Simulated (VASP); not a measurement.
# Li (Fd-3m) in VASP: notebook, part 2 of 2

VASP 6.6.1. The steps go on from the part before.

### 6 Relaxation of cell and atoms, PBEsol, target pressure 40 GPa, at which the enthalpy is minimised

This run uses another cell than the first one, of 28.09 Å³/atom.

The input, INCAR:

```
SYSTEM = Li
  ALGO = Normal
  EDIFF = 1E-6
  EDIFFG = -0.02
  ENCUT = 600
  GGA = PS
  IBRION = 2
  ISIF = 3
  ISMEAR = -1
  LASPH = .True.
  LCHARG = .False.
  LREAL = .False.
  LWAVE = .False.
  NELM = 100
  NSW = 80
  PREC = Accurate
  PSTRESS = 400.0
  SIGMA = 0.1
```

The input, KPOINTS:

```
k-points
0
Gamma
  12 12 12
  0 0 0
```

The input, POSCAR:

```
Li
1.0
    0.0000000000      3.0400000000      3.0400000000
    3.0400000000      0.0000000000      3.0400000000
    3.0400000000      3.0400000000      0.0000000000
Li
2
Direct
    0.0000000000      0.0000000000      0.0000000000
    0.2500000000      0.2500000000      0.2500000000
```

Potentials or basis: VASP PAW PBE potentials, release 64 (Li_sv).

Launch:

```sh
$ cat potpaw_PBE.64/Li_sv/POTCAR > POTCAR
$ mpirun -np 1 vasp_std > vasp.out
```

OUTCAR:

```text
SYSTEM = Li
   EDIFF = 1E-6
   EDIFFG = -0.02
   ENCUT = 600
   GGA = PS
   IBRION = 2
   ISIF = 3
   ISMEAR = -1
   LASPH = .True.
   LREAL = .False.
   NELM = 100
   NSW = 80
   PREC = Accurate
   PSTRESS = 400.0

 ion  position               nearest neighbor table
   1  0.000  0.000  0.000-
   2  0.250  0.250  0.250-

  LATTYP: Found a face centered cubic cell.
 ALAT       =     6.0800000000

  Lattice vectors:

 A1 = (   0.0000000000,   3.0400000000,   3.0400000000)
 A2 = (   3.0400000000,   0.0000000000,   3.0400000000)
 A3 = (   3.0400000000,   3.0400000000,   0.0000000000)

Analysis of symmetry for initial positions (statically):
=====================================================================
 Subroutine PRICEL returns:
 Original cell was already a primitive cell.

[... 188 lines left out ...]
      7       6.2807      0.00000
[... 339 lines left out ...]
  energy  without entropy=       -1.0824101112  energy(sigma->0) =       -1.08419364

  enthalpy is  TOTEN    =         3.0331420642 eV   P V=        4.1191192343

[... ionic steps 4 to 15 ...]

--------------------------------------- Ionic step       16  -------------------------------------------

 number of electron       5.9999999 magnetization

------------------------ aborting loop because EDIFF is reached ----------------------------------------
[... 71 lines left out ...]
--------------------------------------- Ionic step       18  -------------------------------------------

 number of electron       5.9999999 magnetization

 Free energy of the ion-electron system (eV)
  ---------------------------------------------------
  ext. energy  EPLUGINS =         0.00000000
  ---------------------------------------------------
  free energy    TOTEN  =        -1.11766292 eV

  energy without entropy =       -1.11404103  energy(sigma->0) =       -1.11585197

 E-fermi :   5.2976     XC(G=0):  -9.6130

 val. band max:        5.1962670301   @ k =  -0.3333   0.5000   0.1667
 cond. band min:       5.4471445775   @ k =  -0.4167   0.5000   0.0833
 fundamental gap:      0.2508775473
 Fermi energy:         5.2975770167

 k-point     1 :       0.0000    0.0000    0.0000
  band No.  band energies     occupation
      1     -43.2170      2.00000
      2     -41.5214      2.00000
      3       0.3687      2.00000
      4      16.7803      0.00000
      5      16.7803      0.00000
      6      16.7803      0.00000
      7      18.4357      0.00000
[... 263 lines left out ...]
  energy  without entropy=       -1.1140410285  energy(sigma->0) =       -1.11585197

  enthalpy is  TOTEN    =         3.0328377973 eV   P V=        4.1505007128

 reached required accuracy - stopping structural energy minimisation
```

Run time: 2.8 min. Hardware: 1 thread of AMD EPYC 7R13 (Zen 3), shared host; peak memory 0.18 GiB.

Results:

```yaml
Free_energy: -1.1177 eV
Relaxed_volume: 8.31 Å³/atom
Relaxed_cell: a = 2.865 Å, b = 2.865 Å, c = 2.865 Å, α = 60.00°, β = 60.00°, γ = 60.00°
Space_group_after_relaxing_to_0.1_Å: Fd-3m (No. 227)
Energy_change_on_relaxing_the_run_minimises_the_enthalpy: +893.8 meV/atom
Ionic_steps: 18
Pressure_after_relaxing: 40.0 GPa
Band_gap_on_the_k_mesh: zero (bands 3 and 4 overlap by 0.51 eV)
```

The path:
```csv
step,energy change (eV),largest force (eV/Å),pressure (GPa),volume (Å³)
1,0.0000,0.0000,-0.55,56.19
2,1.9700,0.0000,44.59,15.93
3,1.8193,0.0000,40.77,16.50
4,1.6958,0.0000,37.71,17.00
5,1.6970,0.0000,37.71,17.00
6,1.7006,0.0000,37.87,16.98
7,1.7006,0.0000,37.85,16.98
8,1.7007,0.0000,37.84,16.98
9,1.7009,0.0000,37.84,16.98
10,1.7013,0.0000,37.85,16.98
11,1.7022,0.0000,37.86,16.98
12,1.7039,0.0000,37.88,16.97
13,1.7072,0.0000,38.03,16.96
14,1.7140,0.0000,38.18,16.93
15,1.7276,0.0000,38.53,16.87
16,1.7550,0.0000,39.19,16.76
17,1.8109,0.0000,40.58,16.53
18,1.7876,0.0000,39.95,16.62
```

Final structure:
```cif
data_structure
_symmetry_space_group_name_H-M 'P 1'
_symmetry_Int_Tables_number 1
_cell_length_a 2.8648
_cell_length_b 2.8648
_cell_length_c 2.8648
_cell_angle_alpha 60.000
_cell_angle_beta 60.000
_cell_angle_gamma 60.000
_cell_volume 16.62
loop_
_atom_site_label
_atom_site_type_symbol
_atom_site_fract_x
_atom_site_fract_y
_atom_site_fract_z
_atom_site_occupancy
Li1 Li 0.00000 0.00000 0.00000 1
Li2 Li 0.25000 0.25000 0.25000 1
```

Caveat: the cutoff is under 1.25 times the usual one of these potentials, so pressure, stress and relaxed cells hold a basis-set (Pulay) error; the cell is relaxed towards a set pressure, so the run minimises the enthalpy, not the energy; the volume moved by over 15 % at a fixed basis, so the end points are rough; atoms lie so close that the PAW spheres overlap strongly, which falsifies energies and pressures; the PAW data sets were made with another functional, which shifts forces and pressure a little.

### 7 The runs side by side

| task | cell | cutoff (eV) | gap on the mesh (eV) | pressure (GPa) |
| --- | --- | --- | --- | --- |
| single point | a = 3.120 Å, angles 60.0°, 2 atoms | 520 | none | - |
| single point | a = 4.169 Å, angles 60.0°, 2 atoms | 520 | none | - |
| relaxation of cell and atoms | relaxed from a = 4.299 Å, angles 60.0°, 2 atoms | 600 | none | 0.1 |
| relaxation of cell and atoms | relaxed to 20 GPa from a = 4.299 Å, angles 60.0°, 2 atoms | 600 | none | 20.0 |
| relaxation of cell and atoms | relaxed to 40 GPa from a = 4.299 Å, angles 60.0°, 2 atoms | 600 | none | 40.0 |

Alike in all rows: level PBEsol; potentials or basis VASP PAW PBE potentials, release 64 (Li_sv); no spin polarisation; k mesh 12 × 12 × 12; smearing fermi-dirac 0.1 eV.

Caveats: the cutoff is under 1.25 times the usual one of these potentials, so pressure, stress and relaxed cells hold a basis-set (Pulay) error; the PAW data sets were made with another functional, which shifts forces and pressure a little; the cell is relaxed towards a set pressure, so the run minimises the enthalpy, not the energy (at least some runs); the volume moved by over 15 % at a fixed basis, so the end points are rough (at least some runs); atoms lie so close that the PAW spheres overlap strongly, which falsifies energies and pressures (at least some runs).

Absolute energies hang on the potentials; compare differences alone.
